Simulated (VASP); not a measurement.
Set up this calculation in VASP 6.6.1, as the native input.

| Quantity | Value |
| --- | --- |
| Task | single point |
| Functional | r2SCAN |
| Potentials or basis | VASP PAW PBE potentials, release 64 (Cd, F) |
| Cutoff | 520 eV |
| k mesh | 8 × 8 × 8 |
| Occupations | gaussian, width 0.01 eV |
| Spin | no spin polarisation |
| Dipole correction | no |
| Further INCAR settings | ALGO = Normal; EDIFF = 1e-06; NBANDS = 20 |

CdF2:

```
Cd F
1.0
     0.00000    2.69418    2.69418
     2.77366    0.00000    2.69418
     2.77366    2.69418    0.00000
Cd F
1 2
Direct
  0.00000 0.00000 0.00000
  0.25000 0.25000 0.25000
  0.75000 0.75000 0.75000
```

This cell differs from its parent crystal: uniaxial x strain +3.0%.

One way to write it, as run:

POSCAR

```
CdF2
1.0
    0.0000000000      2.6941776810      2.6941776810
    2.7736559226      0.0000000000      2.6941776810
    2.7736559226      2.6941776810      0.0000000000
Cd F
1 2
Direct
    0.0000000000      0.0000000000      0.0000000000
    0.2500000000      0.2500000000      0.2500000000
    0.7500000000      0.7500000000      0.7500000000
```

INCAR.step1

```
  ALGO = Normal
  EDIFF = 1E-4
  ENCUT = 520
  GGA = PE
  ISMEAR = 0
  LASPH = T
  LCHARG = F
  LREAL = F
  LWAVE = T
  NBANDS = 20
  NELM = 100
  PREC = Accurate
  SIGMA = 0.01
```

INCAR.step2

```
  ALGO = Normal
  EDIFF = 1E-6
  ENCUT = 520
  ISIF = 2
  ISMEAR = 0
  ISTART = 1
  LASPH = T
  LCHARG = F
  LMIXTAU = T
  LREAL = F
  LWAVE = F
  METAGGA = R2SCAN
  NBANDS = 20
  NELM = 100
  PREC = Accurate
  SIGMA = 0.01
```

KPOINTS

```
k-points
0
Gamma
  8 8 8
```

Potentials or basis: VASP PAW PBE potentials, release 64 (Cd, F).

The run is started by

```bash
$ cat potpaw_PBE.64/Cd/POTCAR potpaw_PBE.64/F/POTCAR > POTCAR
$ cp INCAR.step1 INCAR
$ mpirun -np 1 vasp_std > vasp.out
$ cp INCAR.step2 INCAR
$ mpirun -np 1 vasp_std > vasp.out
```

It gave:

- Pressure: -2.2 GPa
- Band gap on the k mesh: 3.61 eV (least direct gap 4.12 eV)

Caveat: the cell differs from its parent crystal (uniaxial x strain +3.0%); the PAW data sets were made with another functional, which shifts forces and pressure a little.

Wall time 80 s on 1 thread of AMD EPYC 9R45 96-Core Processor (Zen 5), with other jobs on the host, peak memory 0.16 GiB.
